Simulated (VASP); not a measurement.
A run of VASP 6.6.1 is set up as follows.

Contents of INCAR:

```
PREC     = Accurate       # precision mode
ENCUT    = 520            # plane-wave cutoff, eV
EDIFF    = 1E-6           # SCF threshold, eV
ISMEAR   = 0              # smearing method
SIGMA    = 0.15           # smearing width, eV
LREAL    = F              # projectors in reciprocal space
LASPH    = T              # aspherical terms in the spheres
NELM     = 80             # most SCF steps
ALGO     = Fast           # electronic algorithm
ISIF     = 2              # what is computed and relaxed
LWAVE    = F              # write WAVECAR
LCHARG   = T              # write CHGCAR
GGA      = PE             # functional
LELF     = T              # ELF
LVHAR    = T            
NBANDS   = 12             # bands
```

File KPOINTS:

```
regular mesh
0
Gamma
  18 18 18
```

File POSCAR:

```
Cd
1.0
    0.0000000000      2.2339433001      2.2339433001
    2.2339433001      0.0000000000      2.2339433001
    2.2339433001      2.2339433001      0.0000000000
Cd
1
Direct
    0.0000000000      0.0000000000      0.0000000000
```

Potentials or basis: VASP PAW PBE potentials, release 64 (Cd).

The run is started by

```sh
$ cat potpaw_PBE.64/Cd/POTCAR > POTCAR
$ mpirun -np 1 vasp_std > vasp.out
```

**Question.** What does it give for the pressure?

**Answer.** 1.4 GPa.

**Question.** What does it give for the band gap on the k mesh?

**Answer.** Zero (band 6 reaches 4.22 eV, above the bottom of band 7 at 1.33 eV).
